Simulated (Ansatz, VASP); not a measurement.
Two plane-wave programs on Ti

```
CELL_PARAMETERS angstrom
-1.64956 1.64956 1.64956
1.64956 -1.64956 1.64956
1.64956 1.64956 -1.64956
ATOMIC_POSITIONS crystal
Ti 0.00000 0.00000 0.00000
```

Alike in both runs: task single point; functional r2SCAN; k mesh 15 × 15 × 15; occupations fermi-dirac, width 0.1 eV; no spin polarisation.

|  | VASP | Ansatz |
| --- | --- | --- |
| version | VASP 6.6.1 | Ansatz 0.2.0 |
| potentials or method | VASP PAW PBE potentials, release 64 (Ti_sv), cutoff 520 eV | plane waves (500 eV) with PAW, scalar-relativistic |
| valence electrons in the cell | 12 | 12 |

Ansatz gave:

* pressure (GPa): -4.1

Question: What did VASP give for the same quantities?

Answer: Pressure (GPa): -3.7.

VASP's potentials were made for PBE, not for r2SCAN. With one functional, cell and mesh, what is left measures potentials, basis and numerics.
